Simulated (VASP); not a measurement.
A run of VASP 6.6.1 is set up as follows.

File POSCAR:

```
AlN
1.0
    3.1222272302      0.0000000000      0.0000000000
   -1.5611136151      2.6904757192      0.0000000000
    0.0000000000      0.0000000000      4.9785915475
Al N
2 2
Direct
    0.3331890905      0.6663781811     -0.0035069819
    0.6668109095      0.3336218189      0.4964930181
    0.3328760385      0.6657520770      0.3785069819
    0.6671239615      0.3342479230      0.8785069819
```

Contents of INCAR.step1:

```
SYSTEM = AlN
  PREC = Accurate
  ENCUT = 520
  ISMEAR = 0
  SIGMA = 0.01
  LREAL = .FALSE.
  LASPH = .TRUE.
  NELM = 100
  NBANDS = 16
  GGA = PE
  ALGO = Normal
  EDIFF = 1E-4
  LWAVE = .TRUE.
  LCHARG = .FALSE.
```

INCAR.step2

```
SYSTEM = AlN
  PREC = Accurate
  ENCUT = 520
  EDIFF = 1E-6
  ISMEAR = 0
  SIGMA = 0.01
  LREAL = .FALSE.
  LASPH = .TRUE.
  NELM = 100
  ALGO = Normal
  ISIF = 2
  LWAVE = .FALSE.
  LCHARG = .TRUE.
  METAGGA = R2SCAN
  LMIXTAU = .TRUE.
  LELF = .TRUE.
  LVHAR = .TRUE.
  NBANDS = 16
  ISTART = 1
```

KPOINTS

```
Automatic mesh
0
G
  12 12 6
  0 0 0
```

Potentials or basis: VASP PAW PBE potentials, release 64 (Al, N).

Run with:

```console
$ cat potpaw_PBE.64/Al/POTCAR potpaw_PBE.64/N/POTCAR > POTCAR
$ cp INCAR.step1 INCAR
$ mpirun -np 1 vasp_std > vasp.out
$ cp INCAR.step2 INCAR
$ mpirun -np 1 vasp_std > vasp.out
```

(1) What does it give for the pressure?

(2) What does it give for the band gap on the k mesh?

Answers

(1) -1.5 GPa.

(2) 4.86 eV.

Caveat: the cell differs from its parent crystal (uniaxial x strain +0.5%); the PAW data sets were made with another functional, which shifts forces and pressure a little.
